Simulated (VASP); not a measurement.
Input of a VASP 6.6.1 run:

Contents of POSCAR:

```
KCl
1.0
    0.0000000000      3.5072828541      3.5072828541
    3.5072828541      0.0000000000      3.5072828541
    3.5072828541      3.5072828541      0.0000000000
K Cl
1 1
Direct
    0.0000000000      0.0000000000      0.0000000000
    0.2500000000      0.2500000000      0.2500000000
```

INCAR.step1

```
SYSTEM = KCl
  PREC = Accurate
  ENCUT = 520
  ISMEAR = 0
  SIGMA = 0.01
  LREAL = .FALSE.
  LASPH = .TRUE.
  NELM = 100
  NBANDS = 15
  GGA = PE
  ALGO = Normal
  EDIFF = 1E-4
  LWAVE = .TRUE.
  LCHARG = .FALSE.
```

INCAR.step2

```
SYSTEM = KCl
  PREC = Accurate
  ENCUT = 520
  EDIFF = 1E-6
  ISMEAR = 0
  SIGMA = 0.01
  LREAL = .FALSE.
  LASPH = .TRUE.
  NELM = 100
  ALGO = Normal
  ISIF = 2
  LWAVE = .FALSE.
  LCHARG = .TRUE.
  METAGGA = R2SCAN
  LMIXTAU = .TRUE.
  LELF = .TRUE.
  LVHAR = .TRUE.
  NBANDS = 15
  ISTART = 1
```

Contents of KPOINTS:

```
regular mesh
0
G
  4 4 4
  0 0 0
```

Potentials or basis: VASP PAW PBE potentials, release 64 (K_sv, Cl).

Launch:

```sh
$ cat potpaw_PBE.64/K_sv/POTCAR potpaw_PBE.64/Cl/POTCAR > POTCAR
$ cp INCAR.step1 INCAR
$ mpirun -np 1 vasp_std > vasp.out
$ cp INCAR.step2 INCAR
$ mpirun -np 1 vasp_std > vasp.out
```

Q: Estimate the pressure.

A: 0.0 GPa.

Q: Estimate the band gap on the k mesh.

A: 5.35 eV, indirect (least direct gap 5.39 eV).

Caveat: the PAW data sets were made with another functional, which shifts forces and pressure a little. A k mesh can miss the band edges.
